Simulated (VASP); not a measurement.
A run of VASP 6.6.1 is set up as follows.

The input INCAR:

```
SYSTEM = Li
ALGO = Fast ; EDIFF = 1E-6
ENCUT = 520 ; GGA = PE
ISIF = 2 ; ISMEAR = 0
LASPH = .TRUE. ; LCHARG = .TRUE.
LELF = .TRUE. ; LREAL = .FALSE.
LVHAR = .TRUE. ; LWAVE = .FALSE.
NBANDS = 22 ; NELM = 60
PREC = Accurate ; SIGMA = 0.1
```

File KPOINTS:

```
k-points
0
G
  4 4 4
  0 0 0
```

Contents of POSCAR:

```
Li
1.0
    5.4631374685     -0.0163366081      0.0182250165
   -0.0159690431      5.4592692306      0.0039315247
    0.0172733971      0.0038257539      5.4563567225
Li
8
Direct
    0.5005626360      0.4995635704      0.4997916846
   -0.0005140073      0.0006222210      0.0002609275
    0.2494960786     -0.0004243869      0.4997192094
    0.5005066823      0.2494104861     -0.0001590926
    0.4987748739      0.7495249934     -0.0003871533
    0.7496531827     -0.0002286091      0.5007804081
    0.0006062030      0.5009859702      0.7500068607
    0.0009143508      0.5005457550      0.2499871556
```

Potentials or basis: VASP PAW PBE potentials, release 64 (Li_sv).

Command:

```bash
$ cat potpaw_PBE.64/Li_sv/POTCAR > POTCAR
$ mpirun -np 1 vasp_std > vasp.out
```

Problem. What does it give for the band gap on the k mesh?

Solution. Zero (bands 12 and 13 overlap by 1.12 eV).

Problem. What does it give for the largest force?

Solution. 0.007 eV/Å.

Forces in eV/Å, atoms in the order of the input:
```
Li   0.001  0.000 -0.001
Li   0.001  0.000  0.000
Li   0.003 -0.001 -0.002
Li   0.001  0.002  0.002
Li   0.003  0.001  0.001
Li  -0.001  0.004  0.000
Li  -0.006 -0.004  0.000
Li  -0.001 -0.003  0.001
```
